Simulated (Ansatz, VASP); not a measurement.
Two plane-wave programs on BaS

Contents of INCAR:

```
PREC = Accurate
ENCUT = 520
EDIFF = 1E-6
ISMEAR = 0
SIGMA = 0.01
LREAL = False
LASPH = True
NELM = 80
ALGO = Normal
ISIF = 2
LWAVE = False
LCHARG = False
NBANDS = 24
```

KPOINTS

```
Automatic mesh
0
Gamma
  6 6 4
```

File POSCAR:

```
BaS
1.0
    4.4421900123      0.0000000000      0.0000000000
   -2.2210950062      3.8470493991      0.0000000000
    0.0000000000      0.0000000000      7.7894608451
Ba S
2 2
Direct
    0.0000000000      0.0000000000      0.0000000000
    0.0000000000      0.0000000000      0.5000000000
    0.3333333333      0.6666666667      0.2500000000
    0.6666666667      0.3333333333      0.7500000000
```

Input for Ansatz:

```yaml
crystal:
  lattice:
    - [4.4421900123, 0.0, 0.0]
    - [-2.2210950062, 3.8470493991, 0.0]
    - [0.0, 0.0, 7.7894608451]
  atoms:
    - { symbol: Ba, position: [0.0, 0.0, 0.0] }
    - { symbol: Ba, position: [0.0, 0.0, 0.5] }
    - { symbol: S, position: [0.3333333333, 0.6666666667, 0.25] }
    - { symbol: S, position: [0.6666666667, 0.3333333333, 0.75] }
kpoints:
  mp_grid: { grid: [6, 6, 4] }
  band_path:
    path:
      - [0.0, 0.0, 0.0]
      - [0.5, 0.0, 0.0]
      - [0.3333333333, 0.3333333333, 0.0]
      - [0.0, 0.0, 0.5]
      - [0.5, 0.0, 0.5]
      - [0.3333333333, 0.3333333333, 0.5]
      - [0.0, 0.5, 0.0]
    npoints: 1
hamiltonian:
  xc: lda
scf:
  occupations: { method: fixed }
  n_extra_bands: 5
output:
  forces: true
  stress: true
  eigenvalues: true
  write_density: true
  write_potential: true
  elf: true
  volumetric_format: npy
```

Alike in both runs: task single point; functional LDA; k mesh 6 × 6 × 4; no spin polarisation.

|  | VASP | Ansatz |
| --- | --- | --- |
| version | VASP 6.6.1 | Ansatz 0.2.0 |
| potentials or method | VASP PAW LDA potentials, release 64 (Ba_sv, S) | plane waves, PAW |
| plane-wave cutoff (eV) | 520 | 420 |
| occupations | gaussian, width 0.01 eV | fixed |
| valence electrons in the cell | 32 | 32 |

```csv
,VASP,Ansatz,Ansatz less VASP
gap on the k mesh at the Fermi level (eV),2.11,2.22,+0.108
pressure (GPa),-2.4,-3.0,-0.65
"traceless stress, the component that is largest in VASP (GPa)",-0.09,-0.19,-0.107
```

LDA's correlation is that of Perdew and Zunger in VASP and of Perdew and Wang (1992) in Ansatz.

Spin-orbit coupling is off throughout.
